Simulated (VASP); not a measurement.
Here is a VASP 6.6.1 calculation.

INCAR

```
PREC     = Accurate       # precision mode
ENCUT    = 600            # plane-wave cutoff, eV
EDIFF    = 1E-6           # SCF threshold, eV
ISMEAR   = 0              # smearing method
SIGMA    = 0.1            # smearing width, eV
LREAL    = False          # projectors in reciprocal space
LASPH    = True           # aspherical terms in the spheres
NELM     = 60             # most SCF steps
ALGO     = Normal         # electronic algorithm
ISIF     = 3              # what is computed and relaxed
LWAVE    = False          # write WAVECAR
LCHARG   = False          # write CHGCAR
GGA      = PE             # functional
IBRION   = 2              # ionic algorithm
NSW      = 100            # ionic steps
EDIFFG   = -0.01          # ionic threshold
```

File KPOINTS:

```
regular mesh
0
Gamma
  12 12 2
```

Contents of POSCAR:

```
Al3N
1.0
    3.0204665856      0.0000000000      0.0000000000
   -1.5102332928      2.6158007944      0.0000000000
    0.0000000000      0.0000000000     14.5095329477
Al N
6 2
Direct
    0.3333333333      0.6666666667      0.1821685615
    0.0000000000      0.0000000000      0.0027812518
    0.0000000000      0.0000000000      0.3590379322
    0.3333333333      0.6666666667      0.5155415268
    0.6666666667      0.3333333333      0.6779909338
    0.3333333333      0.6666666667      0.8350308346
    0.0000000000      0.0000000000      0.2264618759
    0.3333333333      0.6666666667      0.0509870834
```

Potentials or basis: VASP PAW PBE potentials, release 64 (Al, N).

Launch:

```console
$ cat potpaw_PBE.64/Al/POTCAR potpaw_PBE.64/N/POTCAR > POTCAR
$ mpirun -np 1 vasp_std > vasp.out
```

Problem. Estimate the band gap on the k mesh.

Solution. Zero (band 14 reaches 9.55 eV, above the bottom of band 15 at 6.82 eV).

Problem. Estimate the relaxed cell.

Solution. a = 3.034 Å, b = 3.034 Å, c = 14.318 Å, α = 90.00°, β = 90.00°, γ = 120.00°.

Forces in eV/Å, atoms in the order of the input:
```
Al   0.000  0.000  0.005
Al   0.000  0.000 -0.003
Al   0.000  0.000 -0.003
Al   0.000  0.000 -0.008
Al   0.000  0.000  0.000
Al   0.000  0.000  0.003
N    0.000  0.000  0.004
N    0.000  0.000  0.003
```
